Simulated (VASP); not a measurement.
Here is a VASP 6.6.1 calculation.

Contents of POSCAR:

```
Ru
1.0
    2.7024647927      0.0000000000      0.0000000000
   -1.3512323964      2.3404031633      0.0000000000
    0.0000000000      0.0000000000      4.2231806245
Ru
2
Direct
    0.3333333333      0.6666666667      0.2500000000
    0.6666666667      0.3333333333      0.7500000000
```

The input INCAR.step1:

```
ALGO = Normal
EDIFF = 1E-5
ENCUT = 550
GGA = PE
GGA_COMPAT = False
ISMEAR = 0
LASPH = True
LCHARG = False
LREAL = False
LWAVE = True
NBANDS = 21
NELM = 120
PREC = Accurate
SIGMA = 0.1
```

File INCAR.step2:

```
ALGO = Normal
EDIFF = 1E-6
ENCUT = 550
GGA_COMPAT = False
ISIF = 2
ISMEAR = 0
ISTART = 1
LASPH = True
LCHARG = True
LELF = True
LMIXTAU = True
LREAL = False
LVHAR = True
LWAVE = False
METAGGA = R2SCAN
NBANDS = 21
NELM = 120
PREC = Accurate
SIGMA = 0.1
```

File KPOINTS:

```
k-points
0
Gamma
  24 24 12
```

Potentials or basis: VASP PAW PBE potentials, release 64 (Ru_pv).

Command:

```sh
$ cat potpaw_PBE.64/Ru_pv/POTCAR > POTCAR
$ cp INCAR.step1 INCAR
$ mpirun -np 1 vasp_std > vasp.out
$ cp INCAR.step2 INCAR
$ mpirun -np 1 vasp_std > vasp.out
```

Estimate the pressure.

5.3 GPa.

What does it give for the band gap on the k mesh?

Zero (bands 14 and 15 overlap by 3.42 eV).

Stress tensor (GPa, compression positive):
```
3.87 0.00 0.00
0.00 3.87 0.00
0.00 0.00 8.20
```

Caveat: the cell differs from its parent crystal (strain along c alone, the other axes held: -1.0 %); the cell stands under pressure; the PAW data sets were made with another functional, which shifts forces and pressure a little.
